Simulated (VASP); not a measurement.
Here is a VASP 6.6.1 calculation.

The input INCAR:

```
SYSTEM = In
PREC = Accurate ; ENCUT = 520
EDIFF = 1E-6 ; ISMEAR = 0
SIGMA = 0.15 ; LREAL = .FALSE.
LASPH = .TRUE. ; NELM = 60
ALGO = Fast ; ISIF = 2
LWAVE = .FALSE. ; LCHARG = .FALSE.
GGA = PS ; NBANDS = 12
```

KPOINTS

```
Automatic mesh
0
G
  20 20 20
  0 0 0
```

POSCAR

```
In
1.0
   -2.1131695131      2.1131695131      1.4940108458
    2.1131695131     -2.1131695131      1.4940108458
    2.1131695131      2.1131695131     -1.4940108458
In
1
Direct
    0.0000000000      0.0000000000      0.0000000000
```

Potentials or basis: VASP PAW PBE potentials, release 64 (In_d).

Command:

```console
$ cat potpaw_PBE.64/In_d/POTCAR > POTCAR
$ mpirun -np 1 vasp_std > vasp.out
```

Problem. Estimate the pressure.

Solution. -0.3 GPa.

Problem. Predict the band gap on the k mesh.

Solution. Zero (an odd number of electrons rules out a gap without spin polarisation).

Stress tensor (GPa, compression positive):
```
-1.81  0.00  0.00
 0.00 -1.81  0.00
 0.00  0.00  2.68
```

Caveat: the PAW data sets were made with another functional, which shifts forces and pressure a little; spin-orbit coupling is left out, which moves the levels of the heavy elements.
